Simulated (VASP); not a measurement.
# Sn (Fd-3m) in VASP: notebook, part 2 of 2

VASP 6.6.1. The steps go on from the part before.

### Step 3. Single point, r2SCAN

This run uses another cell than the first one, of 35.39 Å³/atom.

Contents of POSCAR:

```
Sn
1.0
    0.0000000000      3.2830519726      3.2830519726
    3.2830519726      0.0000000000      3.2830519726
    3.2830519726      3.2830519726      0.0000000000
Sn
2
Direct
    0.0000000000      0.0000000000      0.0000000000
    0.2500000000      0.2500000000      0.2500000000
```

Contents of INCAR.step1:

```
PREC = Accurate
ENCUT = 520
ISMEAR = 1
SIGMA = 0.02
LREAL = F
LASPH = T
NELM = 100
NBANDS = 21
GGA = PE
ALGO = Normal
EDIFF = 1E-4
LWAVE = T
LCHARG = F
```

Contents of INCAR.step2:

```
PREC = Accurate
ENCUT = 520
EDIFF = 1E-6
ISMEAR = 1
SIGMA = 0.02
LREAL = F
LASPH = T
NELM = 100
ALGO = Normal
ISIF = 2
LWAVE = F
LCHARG = F
METAGGA = R2SCAN
LMIXTAU = T
NBANDS = 21
ISTART = 1
```

Contents of KPOINTS:

```
regular mesh
0
Gamma
  11 11 11
```

Potentials or basis: VASP PAW PBE potentials, release 64 (Sn_d).

Launch:

```bash
cat potpaw_PBE.64/Sn_d/POTCAR > POTCAR
cp INCAR.step1 INCAR
mpirun -np 1 vasp_std > vasp.out
cp INCAR.step2 INCAR
mpirun -np 1 vasp_std > vasp.out
```

OUTCAR:

```text
PREC = Accurate
   ENCUT = 520
   EDIFF = 1E-6
   ISMEAR = 1
   LREAL = F
   LASPH = T
   NELM = 100
   ISIF = 2
   METAGGA = R2SCAN
   ISTART = 1

 ion  position               nearest neighbor table
   1  0.000  0.000  0.000-   2 2.84   2 2.84   2 2.84   2 2.84
   2  0.250  0.250  0.250-   1 2.84   1 2.84   1 2.84   1 2.84

  LATTYP: Found a face centered cubic cell.
 ALAT       =     6.5661039452

  Lattice vectors:

 A1 = (   0.0000000000,   3.2830519726,   3.2830519726)
 A2 = (   3.2830519726,   0.0000000000,   3.2830519726)
 A3 = (   3.2830519726,   3.2830519726,   0.0000000000)

Analysis of symmetry for initial positions (statically):
=====================================================================
 Subroutine PRICEL returns:
 Original cell was already a primitive cell.

 Routine SETGRP: Setting up the symmetry group for a
 face centered cubic supercell.

 Subroutine GETGRP returns: Found 48 space group operations
 (whereof 24 operations were pure point group operations)
 out of a pool of 48 trial point group operations.

The static configuration has the point symmetry T_d .
 The point group associated with its full space group is O_h .

Analysis of symmetry for dynamics (positions and initial velocities):
=====================================================================
 Subroutine PRICEL returns:
 Original cell was already a primitive cell.

 Routine SETGRP: Setting up the symmetry group for a
 face centered cubic supercell.

 Subroutine GETGRP returns: Found 48 space group operations
 (whereof 24 operations were pure point group operations)
 out of a pool of 48 trial point group operations.

The dynamic configuration has the point symmetry T_d .
 The point group associated with its full space group is O_h .

 Subroutine INISYM returns: Found 48 space group operations
 (whereof 24 operations are pure point group operations),
 and found     1 'primitive' translations

[... 110 lines left out ...]
   EFERMI_NEDOS =   21; number of points for ismear=-14 and -15
   IALGO  =     38    algorithm
   IMIX   =      4    mixing-type and parameters
     AMIX     =   0.40;   BMIX     =  1.00
     AMIX_MAG =   1.60;   BMIX_MAG =  1.00
  volume/ion in A,a.u.               =      35.39       238.80
  Fermi-wavevector in a.u.,A,eV,Ry     =   1.201821  2.271112 19.651894  1.444373
  Thomas-Fermi vector in A             =   2.337619
   LORBIT       =      0    0 simple, 1 ext, 2 COOP (PROOUT), +10 PAW based schemes
   METAGGA = R2SCAN    functional components
   LHFCALC =     F    Hartree Fock is set to
   AEXX    =    0.0000 exact exchange contribution
   IVDW    =     0    specifies the selected vdW correction
   LEPSILON=     F    determine dielectric tensor
   LRPA    =     F    only Hartree local field effects (RPA)
 non-spin polarized calculation
 Methfessel and Paxton  Order N= 1 SIGMA  =   0.02
  energy-cutoff  :      520.00
  volume of cell :       70.77
 maximum number of plane-waves:      1921
   NGX = 17   NGY = 17   NGZ = 17

 number of electron      27.9999984 magnetization

 Free energy of the ion-electron system (eV)
  ---------------------------------------------------
  ext. energy  EPLUGINS =         0.00000000
  ---------------------------------------------------
  free energy    TOTEN  =       -49.49472464 eV

  energy without entropy =      -49.49471343  energy(sigma->0) =      -49.49472091

 E-fermi :   5.2190     XC(G=0):  -9.4263

 val. band max:        5.2149352227   @ k =   0.0000   0.0000   0.0000
 cond. band min:       5.2878249585   @ k =   0.4545   0.0000   0.0000
 fundamental gap:      0.0728897358
 Fermi energy:         5.2189602839

 k-point     1 :       0.0000    0.0000    0.0000
  band No.  band energies     occupation
      1     -17.1258      2.00000
      2     -17.1258      2.00000
      3     -17.1258      2.00000
      4     -17.0640      2.00000
      5     -17.0640      2.00000
      6     -16.7689      2.00000
[... 565 lines left out ...]
     20      13.1184      0.00000
     21      13.3652      0.00000

 [... further k-points ...]

------------------------ aborting loop because EDIFF is reached ----------------------------------------

  FORCE on cell =-STRESS in cart. coord.  units (eV):
  Direction    XX          YY          ZZ          XY          YZ          ZX
  --------------------------------------------------------------------------------------
  -------------------------------------------------------------------------------------
  Total       -0.0147812     -0.0147812     -0.0147812      0.0000000      0.0000000      0.0000000
  in kB       -0.3346231     -0.3346231     -0.3346231      0.0000000      0.0000000      0.0000000
  external PRESSURE =      -0.3346231 kB  Pullay stress =       0.0000000 kB

 VOLUME and BASIS-vectors are now :
 -----------------------------------------------------------------------------
  energy-cutoff  :      520.00
  volume of cell :       70.77
      direct lattice vectors                 reciprocal lattice vectors
     0.000000000  3.283051973  3.283051973    -0.152297315  0.152297315  0.152297315
     3.283051973  0.000000000  3.283051973     0.152297315 -0.152297315  0.152297315
     3.283051973  3.283051973  0.000000000     0.152297315  0.152297315 -0.152297315

 POSITION                                       TOTAL-FORCE (eV/Angst)
 -----------------------------------------------------------------------------------
      0.00000      0.00000      0.00000        -0.000000     -0.000000     -0.000000
      1.64153      1.64153      1.64153         0.000000      0.000000      0.000000
 -----------------------------------------------------------------------------------
    total drift:                                0.000000      0.000000      0.000000

  FREE ENERGIE OF THE ION-ELECTRON SYSTEM (eV)
  ---------------------------------------------------
  free  energy   TOTEN  =       -49.4947246442 eV

  energy  without entropy=      -49.4947134296  energy(sigma->0) =      -49.49472091
```

OUTCAR.step1:

```text
PREC = Accurate
   ENCUT = 520
   ISMEAR = 1
   LREAL = F
   LASPH = T
[... 798 lines left out ...]
 -----------------------------------------------------------------------------------
      0.00000      0.00000      0.00000        -0.000000     -0.000000     -0.000000
      1.64153      1.64153      1.64153         0.000000      0.000000      0.000000
 -----------------------------------------------------------------------------------
    total drift:                                0.000000      0.000000     -0.000000

  FREE ENERGIE OF THE ION-ELECTRON SYSTEM (eV)
  ---------------------------------------------------
  free  energy   TOTEN  =        -7.6775845574 eV

  energy  without entropy=       -7.6775412487  energy(sigma->0) =       -7.67757012
```

It took 5.1 min on 1 thread of Oxide Virtual Turin-like, shared host; peak memory 0.22 GiB.

What came out:

| Quantity | Value |
| --- | --- |
| Free energy | -49.4947 eV |
| Pressure | 0.0 GPa |
| Band gap on the k mesh | zero (filled and empty bands touch) |

Levels at points of the mesh, in eV from the Fermi level:
```
           k point  band 10  band 11  band 12  band 13  band 14  band 15  band 16  band 17  band 18  band 19
(0.00, 0.00, 0.00)   -21.97   -10.90    -0.63     0.00     0.00     0.00     2.21     2.21     2.21     5.36
```

Caveat: the PAW data sets were made with another functional, which shifts forces and pressure a little; spin-orbit coupling is left out, which moves the levels of the heavy elements.
